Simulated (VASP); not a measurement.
Set up this calculation in VASP 6.6.1, as the native input.

| Quantity | Value |
| --- | --- |
| Task | single point |
| Functional | LDA |
| Potentials or basis | VASP PAW LDA potentials, release 64 (Fe_sv) |
| Cutoff | 600 eV |
| k mesh | 13 × 13 × 13 |
| Occupations | fermi-dirac, width 0.05 eV |
| Spin | collinear spin, ferromagnetic start |
| Starting moments | [3.0] μB |
| Dipole correction | no |
| Second run | valence_matched |
| Further INCAR settings | ALGO = Normal; EDIFF = 1e-06; NBANDS = 18 |

The structure of Fe lies in POSCAR:

```
Fe
1.0
   -1.4333151444      1.4333151444      1.4333151444
    1.4333151444     -1.4333151444      1.4333151444
    1.4333151444      1.4333151444     -1.4333151444
Fe
1
Direct
    0.0000000000      0.0000000000      0.0000000000
```

These files were run (other wordings do the same):

INCAR

```
ALGO = Normal
EDIFF = 1E-6
ENCUT = 600
GGA = CA
GGA_COMPAT = F
ISIF = 2
ISMEAR = -1
ISPIN = 2
LASPH = T
LCHARG = T
LELF = T
LMAXMIX = 4
LORBIT = 11
LREAL = F
LVHAR = T
LWAVE = F
MAGMOM = 3
NBANDS = 18
NELM = 200
PREC = Accurate
SIGMA = 0.05
```

KPOINTS

```
k-points
0
Gamma
  13 13 13
```

Potentials or basis: VASP PAW LDA potentials, release 64 (Fe_sv).

Command:

```sh
$ cat potpaw_LDA.64/Fe_sv/POTCAR > POTCAR
$ mpirun -np 1 vasp_std > vasp.out
```

Results of the run:

* Pressure: -27.6 GPa
* Net moment: 2.12 μB per cell
* Site moments: Fe +2.09 μB
* Valence electrons inside the program's atomic spheres: Fe 13.73

Wall time 14 s on 1 thread of Intel(R) Xeon(R) 6975P-C (Granite Rapids), with other jobs on the host, peak memory 0.14 GiB.
